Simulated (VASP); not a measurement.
Input of a VASP 6.6.1 run:

The input INCAR:

```
PREC     = Accurate       # precision mode
ENCUT    = 400            # plane-wave cutoff, eV
EDIFF    = 1E-6           # SCF threshold, eV
ISMEAR   = 1              # smearing method
SIGMA    = 0.1            # smearing width, eV
LREAL    = F              # projectors in reciprocal space
LASPH    = T              # aspherical terms in the spheres
NELM     = 120            # most SCF steps
ALGO     = Normal         # electronic algorithm
ISIF     = 2              # what is computed and relaxed
LWAVE    = F              # write WAVECAR
LCHARG   = F              # write CHGCAR
GGA      = PS             # functional
NBANDS   = 34             # bands
GGA_COMPAT= F
```

The input KPOINTS:

```
Automatic mesh
0
Gamma
  2 2 2
```

POSCAR

```
Te
1.0
    4.5735830000      2.6405600000      3.3538760000
   -4.5735830000      2.6405600000      3.3538760000
    0.0000000000     -5.2811190000      3.3538760000
Te
8
Direct
    0.2535669757      0.2446343729      0.2475614643
    0.2459100285      0.2456848221      0.7486704425
    0.2435285735      0.7517253199      0.2493711315
    0.2432908096      0.7489101456      0.7523805380
    0.7508413015      0.2369875024      0.2480162303
    0.7505352530      0.2539038373      0.7450766938
    0.7543611952      0.7451655602      0.2528337970
    0.7501002999      0.7521020127      0.7550498935
```

Potentials or basis: VASP PAW PBE potentials, release 64 (Te).

The run is started by

```bash
$ cat potpaw_PBE.64/Te/POTCAR > POTCAR
$ mpirun -np 1 vasp_std > vasp.out
```

**Question.** Estimate the largest force.

**Answer.** 0.323 eV/Å.

**Question.** What does it give for the pressure?

**Answer.** 0.0 GPa.

**Question.** What does it give for the band gap on the k mesh?

**Answer.** Zero (bands 24 and 25 overlap by 3.64 eV).

Stress tensor (GPa, compression positive):
```
-0.40 -0.15  0.03
-0.15 -0.71  0.01
 0.03  0.01  0.97
```

Caveat: the k points lie up to 0.50 Å⁻¹ apart, too coarse for converged energies and pressures of a metal; the PAW data sets were made with another functional, which shifts forces and pressure a little; spin-orbit coupling is left out, which moves the levels of the heavy elements.
